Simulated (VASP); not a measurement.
A run of VASP 6.6.1 is set up as follows.

The input INCAR:

```
SYSTEM = TaN
ALGO = Normal
EDIFF = 1E-7
EDIFFG = -0.01
ENCUT = 600
GGA = PS
IBRION = 2
ISIF = 3
ISMEAR = -1
LASPH = .TRUE.
LCHARG = .FALSE.
LREAL = .FALSE.
LWAVE = .FALSE.
NELM = 80
NSW = 60
PREC = Accurate
SIGMA = 0.05
```

The input KPOINTS:

```
k-points
0
G
  10 10 10
  0 0 0
```

File POSCAR:

```
TaN
1.0
    2.7323076900      0.0000000000      0.0000000000
    0.0000000000      2.7323076900      0.0000000000
    0.0000000000      0.0000000000      2.7323076900
Ta N
1 1
Direct
    0.0000000000      0.0000000000      0.0000000000
    0.5000000000      0.5000000000      0.5000000000
```

Potentials or basis: VASP PAW PBE potentials, release 64 (Ta_pv, N).

The run is started by

```console
$ cat potpaw_PBE.64/Ta_pv/POTCAR potpaw_PBE.64/N/POTCAR > POTCAR
$ mpirun -np 1 vasp_std > vasp.out
```

(1) What does it give for the relaxed cell?

(2) Estimate the band gap on the k mesh.

Results:

(1) a = 2.723 Å, b = 2.723 Å, c = 2.723 Å, α = 90.00°, β = 90.00°, γ = 90.00°.

(2) zero (band 8 reaches 15.80 eV, above the bottom of band 9 at 6.74 eV).

Caveat: spin-orbit coupling is left out, which moves the levels of the heavy elements.
